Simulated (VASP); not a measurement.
# GaSb (F-43m) in VASP: further runs, part 2 of 2

VASP 6.6.1. The steps go on from the part before.

## 4. Vibrations by perturbation theory, LDA (phonons at volume x 1.02)

The input, INCAR:

```
SYSTEM = GaSb
PREC     = Accurate       ! precision mode
ENCUT    = 520            ! plane-wave cutoff, eV
EDIFF    = 1E-8           ! SCF threshold, eV
ISMEAR   = -1             ! smearing method
SIGMA    = 0.15           ! smearing width, eV
LREAL    = .FALSE.        ! projectors in reciprocal space
LASPH    = .TRUE.         ! aspherical terms in the spheres
NELM     = 60             ! most SCF steps
ALGO     = Normal         ! electronic algorithm
ISIF     = 2              ! what is computed and relaxed
LWAVE    = .FALSE.        ! write WAVECAR
LCHARG   = .FALSE.        ! write CHGCAR
GGA      = CA             ! functional
NBANDS   = 16             ! bands
IBRION   = 8              ! ionic algorithm
NSW      = 1              ! ionic steps
```

The input, KPOINTS:

```
regular mesh
0
G
  12 12 12
  0 0 0
```

The input, POSCAR:

```
GaSb
1.0
    0.0000000000      3.0451013715      3.0451013715
    3.0451013715      0.0000000000      3.0451013715
    3.0451013715      3.0451013715      0.0000000000
Ga Sb
1 1
Direct
    0.0000000000      0.0000000000      0.0000000000
    0.7500000000      0.7500000000      0.7500000000
```

Potentials or basis: VASP PAW LDA potentials, release 64 (Ga_d, Sb).

Launch:

```bash
$ cat potpaw_LDA.64/Ga_d/POTCAR potpaw_LDA.64/Sb/POTCAR > POTCAR
$ mpirun -np 1 vasp_std > vasp.out
```

OUTCAR:

```text
SYSTEM = GaSb
   PREC = Accurate
   ENCUT = 520
   EDIFF = 1E-8
   ISMEAR = -1
   LREAL = .FALSE.
   LASPH = .TRUE.
   NELM = 60
   ISIF = 2
   GGA = CA
   IBRION = 8
   NSW = 1

 ion  position               nearest neighbor table
   1  0.000  0.000  0.000-   2 2.64   2 2.64   2 2.64   2 2.64
   2  0.750  0.750  0.750-   1 2.64   1 2.64   1 2.64   1 2.64

  LATTYP: Found a face centered cubic cell.
 ALAT       =     6.0902027430

  Lattice vectors:

 A1 = (   0.0000000000,   3.0451013715,   3.0451013715)
 A2 = (   3.0451013715,   0.0000000000,   3.0451013715)
 A3 = (   3.0451013715,   3.0451013715,   0.0000000000)

Analysis of symmetry for initial positions (statically):
=====================================================================
 Subroutine PRICEL returns:
 Original cell was already a primitive cell.

[... 685 lines left out ...]

 INTERNAL STRAIN TENSOR  FOR ION    2  DIRECTION 1   (eV/Angst):
 -----------------------------------------------------------------------------
    -0.00277  0.00000  0.00000
     0.00000  0.00363  6.64635
     0.00000  6.64635  0.00363

 INTERNAL STRAIN TENSOR FOR ION    2 for displacements in x,y,z  (eV/Angst):
          X           Y           Z          XY          YZ          ZX
  --------------------------------------------------------------------------------
  x    -0.00000     0.00000     0.00000     0.00000     6.64635     0.00000
  y     0.00000     0.00000     0.00000     0.00000     0.00000     6.64635
  z     0.00000     0.00000    -0.00000     6.64635     0.00000     0.00000

 SECOND DERIVATIVES (NOT SYMMETRIZED)
 ------------------------------------
               1X          1Y          1Z          2X          2Y          2Z
  1X    -7.824915    0.000000    0.000000    7.824915    0.000000    0.000000
  1Y     0.000000   -7.824915    0.000000    0.000000    7.824915    0.000000
  1Z     0.000000    0.000000   -7.824915    0.000000    0.000000    7.824915
  2X     7.843645    0.000000    0.000000   -7.843645    0.000000    0.000000
  2Y     0.000000    7.843645    0.000000    0.000000   -7.843645    0.000000
  2Z     0.000000    0.000000    7.843645    0.000000    0.000000   -7.843645

 Eigenvectors and eigenvalues of the dynamical matrix
 ----------------------------------------------------

   1 f  =    6.570691 THz    41.284870 2PiTHz  219.174665 cm-1    27.174183 meV
             X         Y         Z           dx          dy          dz
      0.000000  0.000000  0.000000     0.000000    0.797061    0.000000
      4.567652  4.567652  4.567652     0.000000   -0.603899    0.000000
[... 21 lines left out ...]
   6 f/i=    0.003781 THz     0.023755 2PiTHz    0.126111 cm-1     0.015636 meV
             X         Y         Z           dx          dy          dz
      0.000000  0.000000  0.000000     0.000000    0.000000   -0.603899
      4.567652  4.567652  4.567652     0.000000    0.000000   -0.797061

--------------------------------------------------------------------------------------------------------

 ELASTIC MODULI CONTR FROM IONIC RELAXATION (kBar)
 Direction    XX          YY          ZZ          XY          YZ          ZX
 --------------------------------------------------------------------------------
 XX          -0.0000     -0.0000      0.0000     -0.0000      0.0000     -0.0000
 YY          -0.0000     -0.0000     -0.0000     -0.0000     -0.0000     -0.0000
 ZZ           0.0000     -0.0000     -0.0000      0.0000     -0.0000     -0.0000
 XY          -0.0000     -0.0000      0.0000   -162.9585      0.0000      0.0000
 YZ           0.0000     -0.0000     -0.0000      0.0000   -162.9585      0.0000
 ZX          -0.0000     -0.0000     -0.0000      0.0000      0.0000   -162.9585
 --------------------------------------------------------------------------------
```

OSZICAR:

```text
N       E                     dE             d eps       ncg     rms          rms(c)
DAV:   1     0.827164203421E+02    0.82716E+02   -0.84796E+03  2352   0.140E+03
DAV:   2    -0.211850350580E+01   -0.84835E+02   -0.81677E+02  2752   0.298E+02
DAV:   3    -0.867505931073E+01   -0.65566E+01   -0.65372E+01  2752   0.660E+01
DAV:   4    -0.879300281101E+01   -0.11794E+00   -0.11793E+00  2888   0.998E+00
[... 39 lines left out ...]
RMM:   5    -0.265119488805E-01   -0.40591E-05   -0.63692E-06 19124   0.138E-02    0.275E-03
RMM:   6    -0.265043712310E-01    0.75776E-05   -0.77943E-07 18415   0.477E-03    0.614E-04
RMM:   7    -0.265037445477E-01    0.62668E-06   -0.49366E-08 19118   0.134E-03    0.258E-04
RMM:   8    -0.265035263092E-01    0.21824E-06   -0.20794E-08 18096   0.448E-04    0.574E-05
RMM:   9    -0.265035217772E-01    0.45320E-08   -0.19371E-09 19017   0.169E-04    0.217E-05
 Linear response finished
```

Run time: 3.6 min. Hardware: 1 thread of Intel Xeon 6975P-C (Granite Rapids), shared host; peak memory 0.61 GiB.

What came out:

* Highest phonon frequency at Γ, LO-TO splitting left out: 219 cm⁻¹

Phonon frequencies in cm⁻¹ (negative: imaginary):
```
              q point        frequencies
(0.000, 0.000, 0.000)  0 0 0 219 219 219
```

Caveat: the cell differs from its parent crystal (phonons at volume x 1.02); spin-orbit coupling is left out, which moves the levels of the heavy elements.

## 5. Vibrations by perturbation theory, LDA

This run uses another cell than the first one, of 19.00 Å³/atom, 0.700 times its volume.

The input, INCAR:

```
PREC = Accurate ; ENCUT = 520
EDIFF = 1E-8 ; ISMEAR = -1
SIGMA = 0.15 ; LREAL = F
LASPH = T ; NELM = 80
ALGO = Normal ; ISIF = 2
LWAVE = F ; LCHARG = T
GGA = CA ; NBANDS = 16
IBRION = 8 ; NSW = 1
```

The input, KPOINTS:

```
regular mesh
0
Gamma
  14 14 14
```

The input, POSCAR:

```
GaSb
1.0
    0.0000000000      2.6685651425      2.6685651425
    2.6685651425      0.0000000000      2.6685651425
    2.6685651425      2.6685651425      0.0000000000
Ga Sb
1 1
Direct
    0.0000000000      0.0000000000      0.0000000000
    0.7500000000      0.7500000000      0.7500000000
```

Potentials or basis: VASP PAW LDA potentials, release 64 (Ga_d, Sb).

Launch:

```bash
$ cat potpaw_LDA.64/Ga_d/POTCAR potpaw_LDA.64/Sb/POTCAR > POTCAR
$ mpirun -np 1 vasp_std > vasp.out
```

OUTCAR:

```text
PREC = Accurate
   ENCUT = 520
   EDIFF = 1E-8
   ISMEAR = -1
   LREAL = F
   LASPH = T
   NELM = 80
   ISIF = 2
   GGA = CA
   IBRION = 8
   NSW = 1

 ion  position               nearest neighbor table
   1  0.000  0.000  0.000-   2 2.31   2 2.31   2 2.31   2 2.31
   2  0.750  0.750  0.750-   1 2.31   1 2.31   1 2.31   1 2.31

  LATTYP: Found a face centered cubic cell.
 ALAT       =     5.3371302850

  Lattice vectors:

 A1 = (   0.0000000000,   2.6685651425,   2.6685651425)
 A2 = (   2.6685651425,   0.0000000000,   2.6685651425)
 A3 = (   2.6685651425,   2.6685651425,   0.0000000000)

Analysis of symmetry for initial positions (statically):
=====================================================================
 Subroutine PRICEL returns:
 Original cell was already a primitive cell.

 Routine SETGRP: Setting up the symmetry group for a
 face centered cubic supercell.
[... 683 lines left out ...]

 INTERNAL STRAIN TENSOR  FOR ION    2  DIRECTION 1   (eV/Angst):
 -----------------------------------------------------------------------------
    -0.00646  0.00000  0.00000
     0.00000  0.00399 29.19462
     0.00000 29.19462  0.00399

 INTERNAL STRAIN TENSOR FOR ION    2 for displacements in x,y,z  (eV/Angst):
          X           Y           Z          XY          YZ          ZX
  --------------------------------------------------------------------------------
  x    -0.00000     0.00000     0.00000     0.00000    29.19462     0.00000
  y     0.00000    -0.00000     0.00000     0.00000     0.00000    29.19462
  z     0.00000     0.00000    -0.00000    29.19462     0.00000     0.00000

 SECOND DERIVATIVES (NOT SYMMETRIZED)
 ------------------------------------
               1X          1Y          1Z          2X          2Y          2Z
  1X   -19.841059    0.000000    0.000000   19.841059    0.000000    0.000000
  1Y     0.000000  -19.841059    0.000000    0.000000   19.841059    0.000000
  1Z     0.000000    0.000000  -19.841059    0.000000    0.000000   19.841059
  2X    19.863591    0.000000    0.000000  -19.863591    0.000000    0.000000
  2Y     0.000000   19.863591    0.000000    0.000000  -19.863591    0.000000
  2Z     0.000000    0.000000   19.863591    0.000000    0.000000  -19.863591

 Eigenvectors and eigenvalues of the dynamical matrix
 ----------------------------------------------------

   1 f  =   10.460542 THz    65.725525 2PiTHz  348.926131 cm-1    43.261307 meV
             X         Y         Z           dx          dy          dz
      0.000000  0.000000  0.000000     0.000000    0.691777    0.396285
      4.002848  4.002848  4.002848    -0.000000   -0.523801   -0.300060
[... 21 lines left out ...]
   6 f/i=    0.002857 THz     0.017951 2PiTHz    0.095297 cm-1     0.011815 meV
             X         Y         Z           dx          dy          dz
      0.000000  0.000000  0.000000     0.439073   -0.209525   -0.357375
      4.002848  4.002848  4.002848     0.579878   -0.276716   -0.471981

--------------------------------------------------------------------------------------------------------

 ELASTIC MODULI CONTR FROM IONIC RELAXATION (kBar)
 Direction    XX          YY          ZZ          XY          YZ          ZX
 --------------------------------------------------------------------------------
 XX          -0.0000      0.0000      0.0000     -0.0000      0.0000      0.0000
 YY           0.0000     -0.0000     -0.0000     -0.0000     -0.0000      0.0000
 ZZ           0.0000     -0.0000     -0.0000      0.0000     -0.0000      0.0000
 XY          -0.0000     -0.0000      0.0000  -1822.5369      0.0000      0.0000
 YZ           0.0000     -0.0000     -0.0000      0.0000  -1822.5369      0.0000
 ZX           0.0000      0.0000      0.0000      0.0000      0.0000  -1822.5369
 --------------------------------------------------------------------------------
```

OSZICAR:

```text
N       E                     dE             d eps       ncg     rms          rms(c)
DAV:   1     0.866165917483E+02    0.86617E+02   -0.86687E+03  3480   0.158E+03
DAV:   2    -0.421814322009E+00   -0.87038E+02   -0.83345E+02  3760   0.316E+02
DAV:   3    -0.689256806498E+01   -0.64708E+01   -0.64484E+01  4016   0.673E+01
DAV:   4    -0.699795867171E+01   -0.10539E+00   -0.10538E+00  4280   0.944E+00
[... 38 lines left out ...]
RMM:   8    -0.265497571293E-01    0.27579E-06   -0.55848E-08 27057   0.715E-04    0.388E-05
RMM:   9    -0.265498909383E-01   -0.13381E-06   -0.76650E-09 29175   0.255E-04    0.255E-05
RMM:  10    -0.265498733753E-01    0.17563E-07   -0.22826E-09 27850   0.885E-05    0.116E-05
RMM:  11    -0.265498874997E-01   -0.14124E-07    0.31254E-10 27796   0.368E-05    0.929E-06
RMM:  12    -0.265498799203E-01    0.75794E-08   -0.47699E-10 26070   0.156E-05    0.304E-06
 Linear response finished
```

Wall time 6 min (1 thread of Intel Xeon 6975P-C (Granite Rapids), shared host); peak memory 0.6 GiB.

Results:

```yaml
Highest_phonon_frequency_at_Γ_LO-TO_splitting_left_out: 349 cm⁻¹
```

Phonon frequencies in cm⁻¹ (negative: imaginary):
| q point | frequencies |
| --- | --- |
| (0.000, 0.000, 0.000) | 0 0 0 349 349 349 |

Caveat: the cell wasn't relaxed at this level first, which shifts response properties; spin-orbit coupling is left out, which moves the levels of the heavy elements.
